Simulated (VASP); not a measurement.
Write the native input for VASP 6.6.1 that does the following.

```yaml
Task: single point
Functional: PBE
Potentials_or_basis: VASP PAW PBE potentials, release 64 (Ta_pv, N)
Cutoff: 520 eV
k_mesh: 10 × 10 × 10
Occupations: fermi-dirac, width 0.05 eV
Spin: no spin polarisation
Dipole_correction: no
Further_INCAR_settings: ALGO = Normal; EDIFF = 1e-06; NBANDS = 15
```

The structure of TaN lies in POSCAR:

```
TaN
1.0
    2.7858959555      0.0000000000      0.0000000000
    0.0000000000      2.7858959555      0.0000000000
    0.0000000000      0.0000000000      2.7858959555
Ta N
1 1
Direct
    0.0000000000      0.0000000000      0.0000000000
    0.5000000000      0.5000000000      0.5000000000
```

The input as run:

INCAR

```
  ALGO = Normal
  EDIFF = 1E-6
  ENCUT = 520
  GGA = PE
  ISIF = 2
  ISMEAR = -1
  LASPH = T
  LCHARG = T
  LELF = T
  LREAL = F
  LVHAR = T
  LWAVE = F
  NBANDS = 15
  NELM = 60
  PREC = Accurate
  SIGMA = 0.05
```

KPOINTS

```
k-points
0
Gamma
  10 10 10
```

Potentials or basis: VASP PAW PBE potentials, release 64 (Ta_pv, N).

Run with:

```bash
$ cat potpaw_PBE.64/Ta_pv/POTCAR potpaw_PBE.64/N/POTCAR > POTCAR
$ mpirun -np 1 vasp_std > vasp.out
```

Results of the run:

The pressure is -11.0 GPa and the band gap on the k mesh is zero (band 8 reaches 14.58 eV, above the bottom of band 9 at 6.23 eV).

Caveat: spin-orbit coupling is left out, which moves the levels of the heavy elements.

Wall time 5.7 s on 1 thread of Intel(R) Xeon(R) 6975P-C (Granite Rapids), with other jobs on the host, peak memory 0.15 GiB.
